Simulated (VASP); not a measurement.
Input of a VASP 6.6.1 run:

Contents of INCAR:

```
ALGO = Normal ; EDIFF = 1E-6
ENCUT = 500 ; GGA = PE
GGA_COMPAT = F ; ISIF = 2
ISMEAR = -1 ; LASPH = T
LCHARG = F ; LREAL = F
LWAVE = F ; NBANDS = 25
NELM = 120 ; PREC = Accurate
SIGMA = 0.1
```

Contents of KPOINTS:

```
k-points
0
Gamma
  10 10 6
```

The input POSCAR:

```
NbSi
1.0
    3.7465478468      0.0000000000      0.0000000000
   -1.8732739234      3.2446056118      0.0000000000
    0.0000000000      0.0000000000      4.9474436783
Si Nb
2 2
Direct
    0.0000000000      0.0000000000      0.0000000000
    0.0000000000      0.0000000000      0.5000000000
    0.3333333333      0.6666666667      0.2500000000
    0.6666666667      0.3333333333      0.7500000000
```

Potentials or basis: VASP PAW PBE potentials, release 64 (Si, Nb_sv).

Launch:

```bash
$ cat potpaw_PBE.64/Si/POTCAR potpaw_PBE.64/Nb_sv/POTCAR > POTCAR
$ mpirun -np 1 vasp_std > vasp.out
```

Q: Predict the band gap on the k mesh.

A: Zero (band 17 reaches 12.79 eV, above the bottom of band 18 at 10.98 eV).

Q: Estimate the pressure.

A: 24.7 GPa.
